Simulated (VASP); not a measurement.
# SiB4 (P6/mmm) in VASP: single point with PBE

Aim: the single point of SiB4 with PBE.

Program: VASP 6.6.1. These are calculated values, not measurements. Logs are shortened: lines on timing, memory, paths and dates and some standing lists are left out, and cuts for length are marked.

## Step 1: The cell of the first run

It takes space group P6/mmm (No. 191, hexagonal). Conventional cell: a = 3.704 Å, b = 3.704 Å, c = 3.241 Å, α = 90.00°, β = 90.00°, γ = 120.00°. Within 2.2 Å of Si (site symmetry 6/mmm) lie 8 B at 1.62 to 1.85 Å. B (site symmetry mmm) has 8 B at 1.85 to 2.46 Å and 2 Si at 1.85 Å within 2.5 Å. B (site symmetry 6/mmm) has 2 Si at 1.62 Å within 2.2 Å.

The cell was built from a structure type or drawn by symmetry, and may not be a known phase.

## Step 2: Single point, PBE

Input file INCAR:

```
ALGO = Normal
EDIFF = 1E-6
ENCUT = 520
GGA = PE
ISIF = 2
ISMEAR = 0
LASPH = True
LCHARG = False
LREAL = False
LWAVE = False
NBANDS = 16
NELM = 80
PREC = Accurate
SIGMA = 0.1
```

Input file KPOINTS:

```
k-points
0
Gamma
  6 6 6
```

Input file POSCAR:

```
SiB4
1.0
    3.7043776200      0.0000000000      0.0000000000
   -1.8521888100      3.2080851200      0.0000000000
    0.0000000000      0.0000000000      3.2414443600
Si B
1 4
Direct
    0.0000000000      0.0000000000      0.0000000000
    0.5000000000      0.0000000000      0.0000000000
    0.0000000000      0.5000000000      0.0000000000
    0.5000000000      0.5000000000      0.0000000000
    0.0000000000      0.0000000000      0.5000000000
```

Potentials or basis: VASP PAW PBE potentials, release 64 (Si, B).

Launch:

```console
cat potpaw_PBE.64/Si/POTCAR potpaw_PBE.64/B/POTCAR > POTCAR
mpirun -np 1 vasp_std > vasp.out
```

OUTCAR:

```text
EDIFF = 1E-6
   ENCUT = 520
   GGA = PE
   ISIF = 2
   ISMEAR = 0
   LASPH = True
   LREAL = False
   NELM = 80
   PREC = Accurate

 ion  position               nearest neighbor table
   1  0.000  0.000  0.000-   5 1.62   5 1.62   3 1.85   4 1.85   3 1.85   4 1.85   2 1.85   2 1.85

   2  0.500  0.000  0.000-   3 1.85   4 1.85   4 1.85   3 1.85   1 1.85   1 1.85
   3  0.000  0.500  0.000-   1 1.85   2 1.85   1 1.85   2 1.85   4 1.85   4 1.85
   4  0.500  0.500  0.000-   1 1.85   2 1.85   2 1.85   1 1.85   3 1.85   3 1.85
   5  0.000  0.000  0.500-   1 1.62   1 1.62

  LATTYP: Found a hexagonal cell.
 ALAT       =     3.7043776200
 C/A-ratio  =     0.8750307589

  Lattice vectors:

 A1 = (   3.7043776200,   0.0000000000,   0.0000000000)
 A2 = (  -1.8521888100,   3.2080851200,   0.0000000000)
 A3 = (   0.0000000000,   0.0000000000,   3.2414443600)

Analysis of symmetry for initial positions (statically):
=====================================================================
 Subroutine PRICEL returns:
 Original cell was already a primitive cell.

 Routine SETGRP: Setting up the symmetry group for a
 hexagonal supercell.

 Subroutine GETGRP returns: Found 24 space group operations
 (whereof 24 operations were pure point group operations)
 out of a pool of 24 trial point group operations.

The static configuration has the point symmetry D_6h.

Analysis of symmetry for dynamics (positions and initial velocities):
=====================================================================
 Subroutine PRICEL returns:
 Original cell was already a primitive cell.

 Routine SETGRP: Setting up the symmetry group for a
 hexagonal supercell.

 Subroutine GETGRP returns: Found 24 space group operations
 (whereof 24 operations were pure point group operations)
 out of a pool of 24 trial point group operations.

The dynamic configuration has the point symmetry D_6h.

 Subroutine INISYM returns: Found 24 space group operations
 (whereof 24 operations are pure point group operations),
 and found     1 'primitive' translations

----------------------------------------------------------------------------------------

                                     Primitive cell

  volume of cell :      38.5212

  direct lattice vectors                    reciprocal lattice vectors
     3.704377620  0.000000000  0.000000000     0.269950880  0.155856214  0.000000000
    -1.852188810  3.208085120  0.000000000     0.000000000  0.311712427  0.000000000
     0.000000000  0.000000000  3.241444360     0.000000000  0.000000000  0.308504447

  length of vectors
     3.704377620  3.704377616  3.241444360     0.311712427  0.311712427  0.308504447

  position of ions in fractional coordinates (direct lattice)
     0.000000000  0.000000000  0.000000000
     0.500000000  0.000000000  0.000000000
     0.000000000  0.500000000  0.000000000
     0.500000000  0.500000000  0.000000000
     0.000000000  0.000000000  0.500000000

  ion indices of the primitive-cell ions
   primitive index   ion index
                 1           1
                 2           2
                 3           3
                 4           4
                 5           5

----------------------------------------------------------------------------------------

 KPOINTS: k-points

Automatic generation of k-mesh.
 Grid dimensions read from file:
 generate k-points for:    6    6    6

 Generating k-lattice:

  Cartesian coordinates                     Fractional coordinates (reciprocal lattice)
     0.044991813  0.025976036  0.000000000     0.166666667  0.000000000  0.000000000
     0.000000000  0.051952071  0.000000000     0.000000000  0.166666667  0.000000000
     0.000000000  0.000000000  0.051417408     0.000000000  0.000000000  0.166666667

  Length of vectors
     0.051952071  0.051952071  0.051417408

  Shift w.r.t. Gamma in fractional coordinates (k-lattice)
     0.000000000  0.000000000  0.000000000

 Subroutine IBZKPT returns following result:
 ===========================================

 Found     28 irreducible k-points:

 Following reciprocal coordinates:
            Coordinates               Weight
  0.000000  0.000000  0.000000      1.000000
  0.166667 -0.000000  0.000000      6.000000
  0.333333  0.000000  0.000000      6.000000
  0.500000  0.000000  0.000000      3.000000
  0.166667  0.166667  0.000000      6.000000
  0.333333  0.166667  0.000000     12.000000
[... 16 lines left out ...]
  0.166667 -0.000000  0.500000      6.000000
  0.333333  0.000000  0.500000      6.000000
 [... further k-points ...]
   k-points           NKPTS =     28   k-points in BZ     NKDIM =     28   number of bands    NBANDS=     16
   number of dos      NEDOS =    301   number of ions     NIONS =      5
   total plane-waves  NPLWV =  18816
   dimension x,y,z NGX =    28 NGY =   28 NGZ =   24
   dimension x,y,z NGXF=    56 NGYF=   56 NGZF=   48
   ions per type =               1   4
   NGX,Y,Z   is equivalent  to a cutoff of  12.57, 12.57, 12.31 a.u.
   NGXF,Y,Z  is equivalent  to a cutoff of  25.13, 25.13, 24.62 a.u.
 SYSTEM =  unknown system
   PREC   = accura    normal or accurate (medium, high low for compatibility)
   ISTART =      0    job   : 0-new  1-cont  2-samecut
   ICHARG =      2    charge: 1-file 2-atom 10-const
   ISPIN  =      1    spin polarized calculation?
   LNONCOLLINEAR =      F non collinear calculations
   LSORBIT =      F    spin-orbit coupling
   LASPH  =      T    aspherical Exc in radial PAW
   ENCUT  =  520.0 eV  38.22 Ry    6.18 a.u.   6.89  6.89  6.03*2*pi/ulx,y,z
   NELM   =     80;   NELMIN=  2; NELMDL= -5     # of ELM steps
   EDIFF  = 0.1E-05   stopping-criterion for ELM
   LREAL  =      F    real-space projection
   EDIFFG = 0.1E-04   stopping-criterion for IOM
   NSW    =      0    number of steps for IOM
   IBRION =     -1    ionic relax: 0-MD 1-quasi-New 2-CG
   NFREE  =      0    steps in history (QN), initial steepest desc. (CG)
   ISIF   =      2    stress and relaxation
   ISYM   =      2    0-nonsym 1-usesym 2-fastsym
   POTIM  = 0.5000    time-step for ionic-motion
   TEBEG  =    0.0;   TEEND  =   0.0 temperature during run
   PSTRESS=    0.0 pullay stress
   NELECT =      16.0000    total number of electrons
   NUPDOWN=      -1.0000    fix difference up-down
   EMIN   =  10.00;   EMAX   =-10.00  energy-range for DOS
   EFERMI =   0.00;   METHOD = LEGACY
   ISMEAR =     0;   SIGMA  =   0.10  broadening in eV -4-tet -1-fermi 0-gaus
   EFERMI_NEDOS =   21; number of points for ismear=-14 and -15
   IALGO  =     38    algorithm
   IMIX   =      4    mixing-type and parameters
     AMIX     =   0.40;   BMIX     =  1.00
     AMIX_MAG =   1.60;   BMIX_MAG =  1.00
  volume/ion in A,a.u.               =       7.70        51.99
  Fermi-wavevector in a.u.,A,eV,Ry     =   1.221467  2.308237 20.299629  1.491981
  Thomas-Fermi vector in A             =   2.356648
   LORBIT       =      0    0 simple, 1 ext, 2 COOP (PROOUT), +10 PAW based schemes
   GGA     = PE    functional components
   LHFCALC =     F    Hartree Fock is set to
   AEXX    =    0.0000 exact exchange contribution
   IVDW    =     0    specifies the selected vdW correction
   LEPSILON=     F    determine dielectric tensor
   LRPA    =     F    only Hartree local field effects (RPA)
 non-spin polarized calculation
 Gauss-broadening in eV      SIGMA  =   0.10
  energy-cutoff  :      520.00
  volume of cell :       38.52
 maximum number of plane-waves:      1060
 NGX is ok and might be reduce to    28
   NGX = 13   NGY = 13   NGZ = 13

 number of electron      15.9999999 magnetization

 Free energy of the ion-electron system (eV)
  ---------------------------------------------------
  ext. energy  EPLUGINS =         0.00000000
  ---------------------------------------------------
  free energy    TOTEN  =       -19.86474295 eV

  energy without entropy =      -19.85732728  energy(sigma->0) =      -19.86103512

 E-fermi :   8.5503     XC(G=0): -11.7931

 val. band max:        8.3918639288   @ k =   0.1667  -0.0000   0.0000
 cond. band min:       8.5523105902   @ k =   0.1667  -0.0000   0.3333
 fundamental gap:      0.1604466615
 Fermi energy:         8.5502660886

 k-point     1 :       0.0000    0.0000    0.0000
  band No.  band energies     occupation
      1      -8.4040      2.00000
      2       0.4118      2.00000
      3       0.4118      2.00000
      4       1.5065      2.00000
      5       1.8012      2.00000
      6       4.0446      2.00000
[... 8 lines left out ...]
     15      17.9333      0.00000
     16      17.9333      0.00000

 k-point     2 :       0.1667   -0.0000    0.0000
  band No.  band energies     occupation
      1      -8.0992      2.00000
      2      -0.9753      2.00000
      3       0.2692      2.00000
      4       0.9528      2.00000
      5       2.0924      2.00000
      6       4.8831      2.00000
[... 8 lines left out ...]
     15      19.2193      0.00000
     16      19.2925      0.00000

 k-point     3 :       0.3333    0.0000    0.0000
  band No.  band energies     occupation
      1      -7.2164      2.00000
      2      -3.2908      2.00000
      3       0.0170      2.00000
      4       0.3501      2.00000
      5       2.8629      2.00000
      6       6.2410      2.00000
[... 8 lines left out ...]
     15      16.7986      0.00000
     16      17.8684      0.00000

 k-point     4 :       0.5000    0.0000    0.0000
  band No.  band energies     occupation
      1      -6.2553      2.00000
      2      -4.7895      2.00000
      3      -0.0963      2.00000
      4       0.1225      2.00000
      5       3.4575      2.00000
      6       7.0809      2.00000
[... 8 lines left out ...]
     15      15.5648      0.00000
     16      18.7698      0.00000
[... 324 lines left out ...]
 k-point    22 :       0.0000    0.0000    0.5000
  band No.  band energies     occupation
      1      -7.1836      2.00000
      2      -2.5492      2.00000
      3       1.4025      2.00000
      4       1.4025      2.00000
      5       1.8212      2.00000
      6       5.8131      2.00000
[... 8 lines left out ...]
     15      18.8664      0.00000
     16      20.7162      0.00000

 k-point    23 :       0.1667   -0.0000    0.5000
  band No.  band energies     occupation
      1      -6.8902      2.00000
      2      -2.2311      2.00000
      3       0.0152      2.00000
      4       1.3263      2.00000
      5       1.4191      2.00000
      6       5.9062      2.00000
[... 8 lines left out ...]
     15      19.6532      0.00000
     16      19.7926      0.00000

 k-point    24 :       0.3333    0.0000    0.5000
  band No.  band energies     occupation
      1      -6.0398      2.00000
      2      -2.2454      2.00000
      3      -1.3440      2.00000
      4       0.9113      2.00000
      5       1.1864      2.00000
      6       3.3859      2.00000
[... 8 lines left out ...]
     15      17.8767      0.00000
     16      22.1405      0.00000

 [... further k-points ...]
[... 5 lines left out ...]
  --------------------------------------------------------------------------------------
  -------------------------------------------------------------------------------------
  Total       15.6050745     15.6050745     37.0228368      0.0000000     -0.0000000      0.0000000
  in kB      649.0478621    649.0478604   1539.8576314      0.0000000     -0.0000000      0.0000000
  external PRESSURE =     945.9844513 kB  Pullay stress =       0.0000000 kB

 VOLUME and BASIS-vectors are now :
 -----------------------------------------------------------------------------
  energy-cutoff  :      520.00
  volume of cell :       38.52
      direct lattice vectors                 reciprocal lattice vectors
     3.704377620  0.000000000  0.000000000     0.269950880  0.155856214  0.000000000
    -1.852188810  3.208085120  0.000000000     0.000000000  0.311712427  0.000000000
     0.000000000  0.000000000  3.241444360     0.000000000  0.000000000  0.308504447

 POSITION                                       TOTAL-FORCE (eV/Angst)
 -----------------------------------------------------------------------------------
      0.00000      0.00000      0.00000        -0.000000      0.000000      0.000000
      1.85219      0.00000      0.00000         0.000000      0.000000      0.000000
     -0.92609      1.60404      0.00000         0.000000      0.000000      0.000000
      0.92609      1.60404      0.00000        -0.000000      0.000000      0.000000
      0.00000      0.00000      1.62072         0.000000      0.000000      0.000000
 -----------------------------------------------------------------------------------
    total drift:                               -0.000000     -0.000000     -0.000000

  FREE ENERGIE OF THE ION-ELECTRON SYSTEM (eV)
  ---------------------------------------------------
  free  energy   TOTEN  =       -19.8647429536 eV

  energy  without entropy=      -19.8573272804  energy(sigma->0) =      -19.86103512
```

Wall time 26 s (1 thread of Intel Xeon 8259CL, shared host); peak memory 0.15 GiB.

What came out:

- Free energy: -19.8647 eV
- Pressure: 94.6 GPa
- Band gap on the k mesh: zero (bands 8 and 9 overlap by 1.40 eV)

Stress tensor (GPa, compression positive):
```
 64.90   0.00   0.00
  0.00  64.90   0.00
  0.00   0.00 153.99
```

Caveat: the cell stands under pressure.
